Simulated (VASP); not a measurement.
Runs of VASP 6.6.1 on MgS. The structure is that of space group I-4m2 (No. 119), or close to it. The cells are those of the table. 

| level | cell | k mesh | smearing | grid for exact exchange (PRECFOCK) | share of exact exchange | screening parameter | gap on the mesh (eV) | pressure (GPa) |
| --- | --- | --- | --- | --- | --- | --- | --- | --- |
| r2SCAN | a = 3.985, b = 3.985, c = 4.090 Å, angles 59.1, 59.1, 61.8°, 2 atoms | 8 × 8 × 8 | gaussian 0.01 eV | - | - | - | 3.97 | (b) |
| HSE06 | a = 3.902, b = 3.902, c = 4.003 Å, angles 59.1, 59.1, 61.7°, 2 atoms | 6 × 6 × 6 | gaussian 0.01 eV | Normal | 0.25 | 0.2079 1/Å | 4.65 | 3.3 |
| HSE06 | a = 3.985, b = 3.985, c = 4.090 Å, angles 59.1, 59.1, 61.8°, 2 atoms | 6 × 6 × 6 | gaussian 0.01 eV | Normal | 0.25 | 0.2079 1/Å | (a) | -0.8 |
| PBE | a = 3.985, b = 3.985, c = 4.090 Å, angles 59.1, 59.1, 61.8°, 2 atoms | 8 × 8 × 8 | fermi-dirac 0.02 eV | - | - | - | 3.31 | (c) |

Alike in all rows: task single point; potentials or basis VASP PAW PBE potentials, release 64 (Mg, S); no spin polarisation; cutoff (eV) 520.

Problem. Estimate the missing entries.

Solution. (a) 4.35; (b) -1.0; (c) 0.2.

Caveats: the PAW data sets were made with another functional, which shifts forces and pressure a little (at least some runs); the cell stands under pressure (at least some runs).

A k mesh can miss the band edges.
